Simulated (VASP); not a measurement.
# Sn (R-3m) in VASP: single point with PBEsol

Aim: the single point of Sn with PBEsol.

Program: VASP 6.6.1. These are calculated values, not measurements. Logs are shortened: lines on timing, memory, paths and dates and some standing lists are left out, and cuts for length are marked.

### Step 1. The cell of the first run

It takes space group R-3m (No. 166, trigonal). The conventional cell has a = 5.220 Å, b = 5.220 Å, c = 3.787 Å, α = 90.00°, β = 90.00°, γ = 120.00°. Within 4.3 Å of Sn (site symmetry -3m) lie 14 Sn at 3.27 to 3.93 Å.

### Step 2. Single point, PBEsol (strained)

INCAR reads:

```
SYSTEM = Sn
  ALGO = Normal
  EDIFF = 1E-6
  ENCUT = 520
  GGA = PS
  ISIF = 2
  ISMEAR = 0
  LASPH = .TRUE.
  LCHARG = .FALSE.
  LREAL = .FALSE.
  LWAVE = .FALSE.
  NBANDS = 13
  NELM = 100
  PREC = Accurate
  SIGMA = 0.1
```

KPOINTS reads:

```
k-points
0
G
  15 15 15
  0 0 0
```

POSCAR reads:

```
Sn
1.0
   -1.9590889276      1.7317307093      1.9590889276
    1.7317307093     -1.9590889276      1.9590889276
    2.1864471459      2.1864471459     -2.1864471459
Sn
1
Direct
    0.0000000000      0.0000000000      0.0000000000
```

Potentials or basis: VASP PAW PBE potentials, release 64 (Sn_d).

Launch:

```console
$ cat potpaw_PBE.64/Sn_d/POTCAR > POTCAR
$ mpirun -np 1 vasp_std > vasp.out
```

OUTCAR:

```text
SYSTEM = Sn
   EDIFF = 1E-6
   ENCUT = 520
   GGA = PS
   ISIF = 2
   ISMEAR = 0
   LASPH = .TRUE.
   LREAL = .FALSE.
   NELM = 100
   PREC = Accurate

 ion  position               nearest neighbor table
   1  0.000  0.000  0.000-

  LATTYP: Found a trigonal (rhomboedric) cell.
 ALAT       =     3.2672542145
 COS(alpha) =    -0.2760855519

  Lattice vectors:

 A1 = (   1.9590889276,  -1.7317307093,  -1.9590889276)
 A2 = (  -1.7317307093,   1.9590889276,  -1.9590889276)
 A3 = (   1.9590889276,   1.9590889276,   1.7317307093)

Analysis of symmetry for initial positions (statically):
=====================================================================
 Subroutine PRICEL returns:
 Original cell was already a primitive cell.

 Routine SETGRP: Setting up the symmetry group for a
 trigonal (rhombohedral) supercell.

 Subroutine GETGRP returns: Found 12 space group operations
 (whereof 12 operations were pure point group operations)
 out of a pool of 12 trial point group operations.

The static configuration has the point symmetry D_3d.

Analysis of symmetry for dynamics (positions and initial velocities):
=====================================================================
 Subroutine PRICEL returns:
 Original cell was already a primitive cell.

 Routine SETGRP: Setting up the symmetry group for a
 trigonal (rhombohedral) supercell.

 Subroutine GETGRP returns: Found 12 space group operations
 (whereof 12 operations were pure point group operations)
 out of a pool of 12 trial point group operations.

The dynamic configuration has the point symmetry D_3d.

 Subroutine INISYM returns: Found 12 space group operations
 (whereof 12 operations are pure point group operations),
 and found     1 'primitive' translations

----------------------------------------------------------------------------------------

                                     Primitive cell

  volume of cell :      29.7841

  direct lattice vectors                    reciprocal lattice vectors
    -1.959088928  1.731730709  1.959088928     0.000000000  0.270942527  0.270942527
     1.731730709 -1.959088928  1.959088928     0.270942527  0.000000000  0.270942527
     2.186447146  2.186447146 -2.186447146     0.242768505  0.242768505  0.028174022

  length of vectors
     3.267254214  3.267254214  3.787037545     0.383170597  0.383170597  0.344480580

  position of ions in fractional coordinates (direct lattice)
     0.000000000  0.000000000  0.000000000

  ion indices of the primitive-cell ions
   primitive index   ion index
                 1           1

----------------------------------------------------------------------------------------

 KPOINTS: k-points

Automatic generation of k-mesh.
 Grid dimensions read from file:
 generate k-points for:   15   15   15

 Generating k-lattice:

  Cartesian coordinates                     Fractional coordinates (reciprocal lattice)
     0.000000000  0.018062835  0.018062835     0.066666667  0.000000000  0.000000000
     0.018062835  0.000000000  0.018062835     0.000000000  0.066666667  0.000000000
     0.016184567  0.016184567  0.001878268    -0.000000000 -0.000000000  0.066666667

  Length of vectors
     0.025544706  0.025544706  0.022965372

  Shift w.r.t. Gamma in fractional coordinates (k-lattice)
     0.000000000  0.000000000  0.000000000

 Subroutine IBZKPT returns following result:
 ===========================================

 Found    344 irreducible k-points:

 Following reciprocal coordinates:
            Coordinates               Weight
  0.000000  0.000000  0.000000      1.000000
  0.066667  0.000000  0.000000      6.000000
  0.133333  0.000000  0.000000      6.000000
  0.200000  0.000000  0.000000      6.000000
  0.266667  0.000000  0.000000      6.000000
  0.333333  0.000000  0.000000      6.000000
[... 16 lines left out ...]
  0.333333  0.200000  0.000000     12.000000
  0.400000  0.200000  0.000000      6.000000
 [... further k-points ...]
   k-points           NKPTS =    344   k-points in BZ     NKDIM =    344   number of bands    NBANDS=     13
   number of dos      NEDOS =    301   number of ions     NIONS =      1
   total plane-waves  NPLWV =  16128
   dimension x,y,z NGX =    24 NGY =   24 NGZ =   28
   dimension x,y,z NGXF=    48 NGYF=   48 NGZF=   56
   ions per type =               1
   NGX,Y,Z   is equivalent  to a cutoff of  12.21, 12.21, 12.29 a.u.
   NGXF,Y,Z  is equivalent  to a cutoff of  24.42, 24.42, 24.58 a.u.
 SYSTEM =  Sn
   PREC   = accura    normal or accurate (medium, high low for compatibility)
   ISTART =      0    job   : 0-new  1-cont  2-samecut
   ICHARG =      2    charge: 1-file 2-atom 10-const
   ISPIN  =      1    spin polarized calculation?
   LNONCOLLINEAR =      F non collinear calculations
   LSORBIT =      F    spin-orbit coupling
   LASPH  =      T    aspherical Exc in radial PAW
   ENCUT  =  520.0 eV  38.22 Ry    6.18 a.u.   6.07  6.07  7.04*2*pi/ulx,y,z
   NELM   =    100;   NELMIN=  2; NELMDL= -5     # of ELM steps
   EDIFF  = 0.1E-05   stopping-criterion for ELM
   LREAL  =      F    real-space projection
   EDIFFG = 0.1E-04   stopping-criterion for IOM
   NSW    =      0    number of steps for IOM
   IBRION =     -1    ionic relax: 0-MD 1-quasi-New 2-CG
   NFREE  =      0    steps in history (QN), initial steepest desc. (CG)
   ISIF   =      2    stress and relaxation
   ISYM   =      2    0-nonsym 1-usesym 2-fastsym
   POTIM  = 0.5000    time-step for ionic-motion
   TEBEG  =    0.0;   TEEND  =   0.0 temperature during run
   PSTRESS=    0.0 pullay stress
   NELECT =      14.0000    total number of electrons
   NUPDOWN=      -1.0000    fix difference up-down
   EMIN   =  10.00;   EMAX   =-10.00  energy-range for DOS
   EFERMI =   0.00;   METHOD = LEGACY
   ISMEAR =     0;   SIGMA  =   0.10  broadening in eV -4-tet -1-fermi 0-gaus
   EFERMI_NEDOS =   21; number of points for ismear=-14 and -15
   IALGO  =     38    algorithm
   IMIX   =      4    mixing-type and parameters
     AMIX     =   0.40;   BMIX     =  1.00
     AMIX_MAG =   1.60;   BMIX_MAG =  1.00
  volume/ion in A,a.u.               =      29.78       200.99
  Fermi-wavevector in a.u.,A,eV,Ry     =   1.272885  2.405405 22.044665  1.620237
  Thomas-Fermi vector in A             =   2.405739
   LORBIT       =      0    0 simple, 1 ext, 2 COOP (PROOUT), +10 PAW based schemes
   GGA     = PS    functional components
   LHFCALC =     F    Hartree Fock is set to
   AEXX    =    0.0000 exact exchange contribution
   IVDW    =     0    specifies the selected vdW correction
   LEPSILON=     F    determine dielectric tensor
   LRPA    =     F    only Hartree local field effects (RPA)
 non-spin polarized calculation
 Gauss-broadening in eV      SIGMA  =   0.10
  energy-cutoff  :      520.00
  volume of cell :       29.78
 maximum number of plane-waves:       826
   NGX = 13   NGY = 13   NGZ = 13

 number of electron      14.0000005 magnetization

 Free energy of the ion-electron system (eV)
  ---------------------------------------------------
  ext. energy  EPLUGINS =         0.00000000
  ---------------------------------------------------
  free energy    TOTEN  =        -4.13865238 eV

  energy without entropy =       -4.13487573  energy(sigma->0) =       -4.13676406

 E-fermi :   6.8927     XC(G=0): -10.0680

 val. band max:        6.8843200670   @ k =   0.4000   0.2667   0.4667
 cond. band min:       6.9157162768   @ k =   0.2667   0.2000   0.2667
 fundamental gap:      0.0313962098
 Fermi energy:         6.8927404186

 k-point     1 :       0.0000    0.0000    0.0000
  band No.  band energies     occupation
      1     -14.6007      2.00000
      2     -14.6007      2.00000
      3     -14.4967      2.00000
      4     -14.4267      2.00000
      5     -14.4267      2.00000
      6      -3.6462      2.00000
      7      12.5409      0.00000
      8      13.9933      0.00000
      9      13.9933      0.00000
     10      17.4786      0.00000
     11      17.4786      0.00000
     12      17.9724      0.00000
     13      19.4494      0.00000

 k-point     2 :       0.0667    0.0000    0.0000
  band No.  band energies     occupation
      1     -14.5979      2.00000
      2     -14.5902      2.00000
      3     -14.4976      2.00000
      4     -14.4302      2.00000
      5     -14.4278      2.00000
      6      -3.5454      2.00000
      7      12.2714      0.00000
      8      13.4285      0.00000
      9      13.8489      0.00000
     10      17.5747      0.00000
     11      17.6684      0.00000
     12      18.0411      0.00000
     13      18.8949      0.00000

 k-point     3 :       0.1333    0.0000    0.0000
  band No.  band energies     occupation
      1     -14.5907      2.00000
      2     -14.5607      2.00000
      3     -14.4998      2.00000
      4     -14.4399      2.00000
      5     -14.4309      2.00000
      6      -3.2430      2.00000
      7      11.5412      0.00000
      8      12.1212      0.00000
      9      13.7207      0.00000
     10      15.9394      0.00000
     11      17.9173      0.00000
     12      18.2243      0.00000
     13      18.5044      0.00000
[... 305 lines left out ...]
 k-point    23 :       0.3333    0.2000    0.0000
  band No.  band energies     occupation
      1     -14.5425      2.00000
      2     -14.5072      2.00000
      3     -14.4757      2.00000
      4     -14.4628      2.00000
      5     -14.3796      2.00000
      6       1.0667      2.00000
      7       4.6473      2.00000
      8       7.5229      0.00000
      9       9.2176      0.00000
     10      13.9837      0.00000
     11      16.7378      0.00000
     12      19.4851      0.00000
     13      22.2690      0.00000

 k-point    24 :       0.4000    0.2000    0.0000
  band No.  band energies     occupation
      1     -14.5440      2.00000
      2     -14.5075      2.00000
      3     -14.4751      2.00000
      4     -14.4590      2.00000
      5     -14.3761      2.00000
      6       1.7242      2.00000
      7       3.8745      2.00000
      8       7.3401      0.00000
      9       9.1403      0.00000
     10      13.9003      0.00000
     11      17.6337      0.00000
     12      18.4238      0.00000
     13      22.2058      0.00000

 [... further k-points ...]

------------------------ aborting loop because EDIFF is reached ----------------------------------------

  FORCE on cell =-STRESS in cart. coord.  units (eV):
  Direction    XX          YY          ZZ          XY          YZ          ZX
  --------------------------------------------------------------------------------------
  -------------------------------------------------------------------------------------
  Total       -0.8578139     -0.8578139     -0.8578139     -0.0793281      0.0793281      0.0793281
  in kB      -46.1444006    -46.1444006    -46.1444006     -4.2672975      4.2672975      4.2672975
  external PRESSURE =     -46.1444006 kB  Pullay stress =       0.0000000 kB

 VOLUME and BASIS-vectors are now :
 -----------------------------------------------------------------------------
  energy-cutoff  :      520.00
  volume of cell :       29.78
      direct lattice vectors                 reciprocal lattice vectors
    -1.959088928  1.731730709  1.959088928     0.000000000  0.270942527  0.270942527
     1.731730709 -1.959088928  1.959088928     0.270942527  0.000000000  0.270942527
     2.186447146  2.186447146 -2.186447146     0.242768505  0.242768505  0.028174022

 POSITION                                       TOTAL-FORCE (eV/Angst)
 -----------------------------------------------------------------------------------
      0.00000      0.00000      0.00000         0.000000      0.000000     -0.000000
 -----------------------------------------------------------------------------------
    total drift:                               -0.000000     -0.000000      0.000000

  FREE ENERGIE OF THE ION-ELECTRON SYSTEM (eV)
  ---------------------------------------------------
  free  energy   TOTEN  =        -4.1386523845 eV

  energy  without entropy=       -4.1348757344  energy(sigma->0) =       -4.13676406
```

It took 28 s on 1 thread of Intel Xeon 6975P-C (Granite Rapids), shared host; peak memory 0.24 GiB.

What came out:

- Free energy: -4.1387 eV
- Pressure: -4.6 GPa
- Band gap on the k mesh: zero (band 7 reaches 12.54 eV, above the bottom of band 8 at 4.80 eV)

Stress tensor (GPa, compression positive):
```
-4.61 -0.43  0.43
-0.43 -4.61  0.43
 0.43  0.43 -4.61
```

Levels at points of the mesh, in eV from the Fermi level:
```csv
k point,band 5,band 6,band 7,band 8,band 9,band 10
"(0.00, 0.00, 0.00)",-21.32,-10.54,5.65,7.10,7.10,10.59
```

Caveat: the cell differs from its parent crystal (strained); the PAW data sets were made with another functional, which shifts forces and pressure a little; spin-orbit coupling is left out, which moves the levels of the heavy elements.
